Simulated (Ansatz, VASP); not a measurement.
# MnS in VASP and in Ansatz

Contents of INCAR:

```
SYSTEM = MnS
  PREC = Accurate
  ENCUT = 520
  EDIFF = 1E-6
  ISMEAR = 0
  SIGMA = 0.15
  LREAL = .FALSE.
  LASPH = .TRUE.
  NELM = 80
  ALGO = Normal
  ISIF = 2
  LWAVE = .FALSE.
  LCHARG = .TRUE.
  GGA = PS
  LELF = .TRUE.
  LVHAR = .TRUE.
  NBANDS = 16
```

KPOINTS

```
regular mesh
0
G
  16 16 16
  0 0 0
```

File POSCAR:

```
MnS
1.0
    0.0000000000      2.7322137930      2.7322137930
    2.7322137930      0.0000000000      2.7322137930
    2.7322137930      2.7322137930      0.0000000000
Mn S
1 1
Direct
    0.0000000000      0.0000000000      0.0000000000
    0.7500000000      0.7500000000      0.7500000000
```

Input for Ansatz:

```yaml
crystal:
  lattice:
    - [0.0, 2.732213793, 2.732213793]
    - [2.732213793, 0.0, 2.732213793]
    - [2.732213793, 2.732213793, 0.0]
  atoms:
    - { symbol: Mn, position: [0.0, 0.0, 0.0] }
    - { symbol: S, position: [0.75, 0.75, 0.75] }
basis:
  ecutwfc: 520.0
kpoints:
  mp_grid: { grid: [16, 16, 16] }
hamiltonian:
  xc: pbesol
scf:
  occupations: { method: gaussian, width: 0.15 }
  lower_state_search: "off"
output:
  forces: true
  stress: true
  eigenvalues: true
```

Alike in both runs: task single point; functional PBEsol; k mesh 16 × 16 × 16; occupations gaussian, width 0.15 eV; no spin polarisation.

|  | VASP | Ansatz |
| --- | --- | --- |
| version | VASP 6.6.1 | Ansatz 0.2.0 |
| potentials or method | VASP PAW PBE potentials, release 64 (Mn_pv, S), cutoff 520 eV | scalar-relativistic, plane waves, PAW |
| valence electrons in the cell | 19 | 21 |

```tsv
	VASP	Ansatz	Ansatz less VASP
gap on the k mesh at the Fermi level (eV)	none	none	-
pressure (GPa)	-23.2	-23.5	-0.28
```

VASP's potentials were made for PBE, not for PBEsol. A gap of «none» marks a metal or a gap that the smearing closes. VASP's potentials hold 19 valence electrons a cell and Ansatz's 21, so a difference there can come from the potentials and not from the codes.
